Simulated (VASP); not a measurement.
Wanted: the native input for a VASP 6.6.1 run.

```yaml
Task: single point
Functional: PBE
Potentials_or_basis: VASP PAW PBE potentials, release 64 (B, As)
Cutoff: 520 eV
k_mesh: 10 × 10 × 10
Occupations: gaussian, width 0.01 eV
Spin: no spin polarisation
Dipole_correction: no
Further_INCAR_settings: ALGO = Normal; EDIFF = 1e-06; NBANDS = 11
```

The structure of BAs lies in POSCAR:

```
BAs
1.0
    0.0000000000      2.3928365477      2.3928365477
    2.3928365477      0.0000000000      2.3928365477
    2.3928365477      2.3928365477      0.0000000000
B As
1 1
Direct
    0.0000000000      0.0000000000      0.0000000000
    0.7500000000      0.7500000000      0.7500000000
```

The input as run:

INCAR

```
SYSTEM = BAs
PREC = Accurate
ENCUT = 520
EDIFF = 1E-6
ISMEAR = 0
SIGMA = 0.01
LREAL = .FALSE.
LASPH = .TRUE.
NELM = 80
ALGO = Normal
ISIF = 2
LWAVE = .FALSE.
LCHARG = .FALSE.
GGA = PE
NBANDS = 11
```

KPOINTS

```
Automatic mesh
0
G
  10 10 10
  0 0 0
```

Potentials or basis: VASP PAW PBE potentials, release 64 (B, As).

Command:

```bash
$ cat potpaw_PBE.64/B/POTCAR potpaw_PBE.64/As/POTCAR > POTCAR
$ mpirun -np 1 vasp_std > vasp.out
```

Results of the run:

```json
{"Pressure": "2.6 GPa", "Band gap on the k mesh": "1.18 eV, indirect (least direct gap 3.27 eV)"}
```

Run time: 12 s on 1 thread of Intel(R) Xeon(R) Platinum 8488C (Sapphire Rapids) (shared host), peak memory 0.16 GiB.
